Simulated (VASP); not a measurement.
A run of VASP 6.6.1 is set up as follows.

Contents of INCAR:

```
SYSTEM = BiTe
ALGO     = Normal         ! electronic algorithm
EDIFF    = 1E-6           ! SCF threshold, eV
ENCUT    = 520            ! plane-wave cutoff, eV
GGA      = PE             ! functional
ISIF     = 2              ! what is computed and relaxed
ISMEAR   = 0              ! smearing method
LASPH    = .True.         ! aspherical terms in the spheres
LCHARG   = .True.         ! write CHGCAR
LELF     = .True.         ! ELF
LREAL    = .False.        ! projectors in reciprocal space
LVHAR    = .True.       
LWAVE    = .False.        ! write WAVECAR
NBANDS   = 18             ! bands
NELM     = 100            ! most SCF steps
PREC     = Accurate       ! precision mode
SIGMA    = 0.15           ! smearing width, eV
```

KPOINTS

```
k-points
0
Gamma
  12 12 12
  0 0 0
```

POSCAR

```
BiTe
1.0
    2.3500265396      1.3567884553      3.3172919545
   -2.3500265396      1.3567884553      3.3172919545
    0.0000000000     -2.7135769105      3.3172919545
Bi Te
1 1
Direct
    0.5000000000      0.5000000000      0.5000000000
    0.0000000000      0.0000000000      0.0000000000
```

Potentials or basis: VASP PAW PBE potentials, release 64 (Bi_d, Te).

Command:

```bash
$ cat potpaw_PBE.64/Bi_d/POTCAR potpaw_PBE.64/Te/POTCAR > POTCAR
$ mpirun -np 1 vasp_std > vasp.out
```

**Question.** Predict the pressure.

**Answer.** 3.6 GPa.

**Question.** Predict the band gap on the k mesh.

**Answer.** Zero (an odd number of electrons rules out a gap without spin polarisation).

Stress tensor (GPa, compression positive):
```
4.11 0.00 0.00
0.00 4.11 0.00
0.00 0.00 2.72
```

Caveat: the cell differs from its parent crystal (strain -0.030 along x and y, +0.000 along z); the cell stands under pressure; spin-orbit coupling is left out, which moves the levels of the heavy elements.
